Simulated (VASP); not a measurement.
# B (P6_3/mmc) in VASP: a series of runs, part 2 of 3

VASP 6.6.1. The steps go on from the part before.

**3. Single point, LDA (volume scaled by 1.04)**

Input file INCAR:

```
SYSTEM = B
  PREC = Accurate
  ENCUT = 520
  EDIFF = 1E-6
  ISMEAR = -1
  SIGMA = 0.1
  LREAL = .False.
  LASPH = .True.
  NELM = 80
  ALGO = Normal
  ISIF = 2
  LWAVE = .False.
  LCHARG = .False.
  NBANDS = 14
```

Input file KPOINTS:

```
Automatic mesh
0
Gamma
  24 24 3
  0 0 0
```

Input file POSCAR:

```
B
1.0
    1.7185443365      0.0000000000      0.0000000000
   -0.8592721682      1.4883030529      0.0000000000
    0.0000000000      0.0000000000     14.0549399064
B
4
Direct
    0.0000000000      1.0000000000      0.0000000000
    0.0000000000      0.0000000000      0.5000000000
    0.3333333333      0.6666666667      0.2500000000
    0.6666666667      0.3333333333      0.7500000000
```

Potentials or basis: VASP PAW LDA potentials, release 64 (B).

On the command line:

```console
$ cat potpaw_LDA.64/B/POTCAR > POTCAR
$ mpirun -np 1 vasp_std > vasp.out
```

OUTCAR:

```text
SYSTEM = B
   PREC = Accurate
   ENCUT = 520
   EDIFF = 1E-6
   ISMEAR = -1
   LREAL = .False.
   LASPH = .True.
   NELM = 80
   ISIF = 2

 ion  position               nearest neighbor table
   1  0.000  0.000  0.000-
   2  0.000  0.000  0.500-
   3  0.333  0.667  0.250-
   4  0.667  0.333  0.750-

  LATTYP: Found a hexagonal cell.
 ALAT       =     1.7185443365
 C/A-ratio  =     8.1783981989

  Lattice vectors:

 A1 = (   1.7185443365,   0.0000000000,   0.0000000000)
 A2 = (  -0.8592721682,   1.4883030529,   0.0000000000)
 A3 = (   0.0000000000,   0.0000000000,  14.0549399064)

Analysis of symmetry for initial positions (statically):
=====================================================================
 Subroutine PRICEL returns:
 Original cell was already a primitive cell.

 Routine SETGRP: Setting up the symmetry group for a
 hexagonal supercell.

 Subroutine GETGRP returns: Found 24 space group operations
 (whereof 12 operations were pure point group operations)
 out of a pool of 24 trial point group operations.

The static configuration has the point symmetry D_3d.
 The point group associated with its full space group is D_6h.

Analysis of symmetry for dynamics (positions and initial velocities):
=====================================================================
 Subroutine PRICEL returns:
 Original cell was already a primitive cell.

 Routine SETGRP: Setting up the symmetry group for a
 hexagonal supercell.

 Subroutine GETGRP returns: Found 24 space group operations
 (whereof 12 operations were pure point group operations)
 out of a pool of 24 trial point group operations.

The dynamic configuration has the point symmetry D_3d.
 The point group associated with its full space group is D_6h.

 Subroutine INISYM returns: Found 24 space group operations
 (whereof 12 operations are pure point group operations),
 and found     1 'primitive' translations

----------------------------------------------------------------------------------------

                                     Primitive cell

  volume of cell :      35.9485

  direct lattice vectors                    reciprocal lattice vectors
     1.718544336  0.000000000  0.000000000     0.581887810  0.335953084  0.000000000
    -0.859272168  1.488303053  0.000000000     0.000000000  0.671906167  0.000000000
     0.000000000  0.000000000 14.054939906     0.000000000  0.000000000  0.071149361

  length of vectors
     1.718544336  1.718544336 14.054939906     0.671906167  0.671906167  0.071149361

  position of ions in fractional coordinates (direct lattice)
     0.000000000  0.000000000  0.000000000
     0.000000000  0.000000000  0.500000000
     0.333333333  0.666666667  0.250000000
     0.666666667  0.333333333  0.750000000

  ion indices of the primitive-cell ions
   primitive index   ion index
                 1           1
                 2           2
                 3           3
                 4           4

----------------------------------------------------------------------------------------

[... 50 lines left out ...]
 [... further k-points ...]
   k-points           NKPTS =    122   k-points in BZ     NKDIM =    122   number of bands    NBANDS=     14
   number of dos      NEDOS =    301   number of ions     NIONS =      4
   total plane-waves  NPLWV =  21168
   dimension x,y,z NGX =    14 NGY =   14 NGZ =  108
   dimension x,y,z NGXF=    28 NGYF=   28 NGZF=  216
   ions per type =               4
   NGX,Y,Z   is equivalent  to a cutoff of  13.54, 13.54, 12.77 a.u.
   NGXF,Y,Z  is equivalent  to a cutoff of  27.09, 27.09, 25.55 a.u.
 SYSTEM =  B
   PREC   = accura    normal or accurate (medium, high low for compatibility)
   ISTART =      0    job   : 0-new  1-cont  2-samecut
   ICHARG =      2    charge: 1-file 2-atom 10-const
   ISPIN  =      1    spin polarized calculation?
   LNONCOLLINEAR =      F non collinear calculations
   LSORBIT =      F    spin-orbit coupling
   LASPH  =      T    aspherical Exc in radial PAW
   ENCUT  =  520.0 eV  38.22 Ry    6.18 a.u.   3.20  3.20 26.13*2*pi/ulx,y,z
   NELM   =     80;   NELMIN=  2; NELMDL= -5     # of ELM steps
   EDIFF  = 0.1E-05   stopping-criterion for ELM
   LREAL  =      F    real-space projection
   EDIFFG = 0.1E-04   stopping-criterion for IOM
   NSW    =      0    number of steps for IOM
   IBRION =     -1    ionic relax: 0-MD 1-quasi-New 2-CG
   NFREE  =      0    steps in history (QN), initial steepest desc. (CG)
   ISIF   =      2    stress and relaxation
   ISYM   =      2    0-nonsym 1-usesym 2-fastsym
   POTIM  = 0.5000    time-step for ionic-motion
   TEBEG  =    0.0;   TEEND  =   0.0 temperature during run
   PSTRESS=    0.0 pullay stress
   NELECT =      12.0000    total number of electrons
   NUPDOWN=      -1.0000    fix difference up-down
   EMIN   =  10.00;   EMAX   =-10.00  energy-range for DOS
   EFERMI =   0.00;   METHOD = LEGACY
   ISMEAR =    -1;   SIGMA  =   0.10  broadening in eV -4-tet -1-fermi 0-gaus
   EFERMI_NEDOS =   21; number of points for ismear=-14 and -15
   IALGO  =     38    algorithm
   IMIX   =      4    mixing-type and parameters
     AMIX     =   0.40;   BMIX     =  1.00
     AMIX_MAG =   1.60;   BMIX_MAG =  1.00
  volume/ion in A,a.u.               =       8.99        60.65
  Fermi-wavevector in a.u.,A,eV,Ry     =   1.135642  2.146053 17.547207  1.289683
  Thomas-Fermi vector in A             =   2.272347
   LORBIT       =      0    0 simple, 1 ext, 2 COOP (PROOUT), +10 PAW based schemes
   GGA     = CA    functional components
   LHFCALC =     F    Hartree Fock is set to
   AEXX    =    0.0000 exact exchange contribution
   IVDW    =     0    specifies the selected vdW correction
   LEPSILON=     F    determine dielectric tensor
   LRPA    =     F    only Hartree local field effects (RPA)
 non-spin polarized calculation
  energy-cutoff  :      520.00
  volume of cell :       35.95
 maximum number of plane-waves:       995
 NGX is ok and might be reduce to    14
   NGX =  7   NGY =  7   NGZ = 53

 number of electron      12.0000000 magnetization

 Free energy of the ion-electron system (eV)
  ---------------------------------------------------
  ext. energy  EPLUGINS =         0.00000000
  ---------------------------------------------------
  free energy    TOTEN  =       -26.97541360 eV

  energy without entropy =      -26.94308231  energy(sigma->0) =      -26.95924795

 E-fermi :   5.4932     XC(G=0): -10.4785

 val. band max:        5.4329875295   @ k =   0.3333  -0.0000   0.3333
 cond. band min:       5.5903535071   @ k =   0.3750   0.2083   0.0000
 fundamental gap:      0.1573659776
 Fermi energy:         5.4932157321

 k-point     1 :       0.0000    0.0000    0.0000
  band No.  band energies     occupation
      1     -11.4011      2.00000
      2     -11.1941      2.00000
      3     -11.1940      2.00000
      4     -10.9603      2.00000
      5      -3.1792      2.00000
      6      -2.1371      2.00000
      7      -2.1370      2.00000
      8      -0.8195      2.00000
      9       7.9548      0.00000
     10      10.8680      0.00000
     11      10.8680      0.00000
     12      15.2490      0.00000
     13      20.6114      0.00000
     14      26.6522      0.00000
[... 377 lines left out ...]
      1      -3.2055      2.00000
      2      -3.1726      2.00000
      3      -3.1725      2.00000
      4      -3.1394      2.00000
      5       6.7998      0.00000
      6       6.9242      0.00000
      7       6.9330      0.00000
      8       7.0768      0.00000
      9      10.3891      0.00000
     10      10.8492      0.00000
     11      10.8674      0.00000
     12      11.3016      0.00000
     13      17.5953      0.00000
     14      18.2184      0.00000

 [... further k-points ...]

------------------------ aborting loop because EDIFF is reached ----------------------------------------

  FORCE on cell =-STRESS in cart. coord.  units (eV):
  Direction    XX          YY          ZZ          XY          YZ          ZX
  --------------------------------------------------------------------------------------
  -------------------------------------------------------------------------------------
  Total       -2.5081489     -2.5081489     -0.2027731     -0.0000000      0.0000000      0.0000000
  in kB     -111.7848099   -111.7848099     -9.0373250     -0.0000000      0.0000000      0.0000000
  external PRESSURE =     -77.5356483 kB  Pullay stress =       0.0000000 kB

 VOLUME and BASIS-vectors are now :
 -----------------------------------------------------------------------------
  energy-cutoff  :      520.00
  volume of cell :       35.95
      direct lattice vectors                 reciprocal lattice vectors
     1.718544336  0.000000000  0.000000000     0.581887810  0.335953084  0.000000000
    -0.859272168  1.488303053  0.000000000     0.000000000  0.671906167  0.000000000
     0.000000000  0.000000000 14.054939906     0.000000000  0.000000000  0.071149361

 POSITION                                       TOTAL-FORCE (eV/Angst)
 -----------------------------------------------------------------------------------
      0.00000      0.00000      0.00000         0.000000      0.000000     -0.000000
      0.00000      0.00000      7.02747         0.000000      0.000000     -0.000000
     -0.00000      0.99220      3.51373         0.000000      0.000000      0.000000
      0.85927      0.49610     10.54120        -0.000000      0.000000     -0.000000
 -----------------------------------------------------------------------------------
    total drift:                               -0.000000      0.000000      0.000000

  FREE ENERGIE OF THE ION-ELECTRON SYSTEM (eV)
  ---------------------------------------------------
  free  energy   TOTEN  =       -26.9754135980 eV

  energy  without entropy=      -26.9430823071  energy(sigma->0) =      -26.95924795
```

stdout:

```text
POSCAR found type information on POSCAR B
 POSCAR found :  1 types and       4 ions
 scaLAPACK will be used
 LDA part: xc-table for (Slater(with rela. corr.)+CA(PZ))
 , standard interpolation
 POSCAR, INCAR and KPOINTS ok, starting setup
 FFT: planning ... GRIDC
 FFT: planning ... GRID_SOFT
 FFT: planning ... GRID
 WAVECAR not read
 entering main loop
```

Wall time 30 s (1 thread of AMD EPYC 9R45 (Zen 5), shared host); peak memory 0.13 GiB.

What came out:

| Quantity | Value |
| --- | --- |
| Free energy | -26.9754 eV |
| Pressure | -7.8 GPa |
| Band gap on the k mesh | zero (band 6 reaches 8.73 eV, above the bottom of band 7 at -2.14 eV) |

Stress tensor (GPa, compression positive):
```
-11.18   0.00   0.00
  0.00 -11.18   0.00
  0.00   0.00  -0.90
```

Levels at points of the mesh, in eV from the Fermi level:
| k point | band 3 | band 4 | band 5 | band 6 | band 7 | band 8 | band 9 | band 10 | band 11 | band 12 |
| --- | --- | --- | --- | --- | --- | --- | --- | --- | --- | --- |
| (0.00, 0.00, 0.00) | -16.69 | -16.45 | -8.67 | -7.63 | -7.63 | -6.31 | 2.46 | 5.37 | 5.37 | 9.76 |
| (0.50, 0.00, 0.00) | -8.66 | -8.64 | 1.21 | 1.34 | 1.35 | 1.50 | 5.17 | 5.47 | 5.52 | 5.82 |

[end of part 2 of 3]
